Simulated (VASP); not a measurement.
CuI (Marshite), 2 atoms in the cell. It takes space group F-43m (No. 216, cubic). Conventional cell: a = 6.063 Å, b = 6.063 Å, c = 6.063 Å, α = 90.00°, β = 90.00°, γ = 90.00°. Within 3.5 Å of I (site symmetry -43m) lie 4 Cu at 2.63 Å. Cu (site symmetry -43m) has 4 I at 2.63 Å within 3.5 Å. 

```yaml
Program: VASP 6.6.1
Task: relaxation of cell and atoms
Functional: PBEsol
Dispersion: D4
Potentials_or_basis: VASP PAW PBE potentials, release 64 (I, Cu)
Cutoff: 600 eV
k_mesh: 8 × 8 × 8
Occupations: fermi-dirac, width 0.05 eV
Spin: no spin polarisation
Dipole_correction: no
Further_INCAR_settings: ALGO = Normal; EDIFF = 1e-07; IBRION = 2; EDIFFG = -0.01; NSW = 60; ISIF = 3
```

Potentials or basis: VASP PAW PBE potentials, release 64 (I, Cu).

Launch:

```console
$ cat potpaw_PBE.64/I/POTCAR potpaw_PBE.64/Cu/POTCAR > POTCAR
$ mpirun -np 1 vasp_std > vasp.out
```

Hardware: 1 thread of Intel(R) Xeon(R) Platinum 8488C (Sapphire Rapids), with other jobs on the host.

Estimate the wall time of this run.

Wall time 59 s on 1 thread of Intel(R) Xeon(R) Platinum 8488C (Sapphire Rapids), with other jobs on the host, peak memory 0.22 GiB. Counts: scf iterations 41, k points 29, ion steps 3.
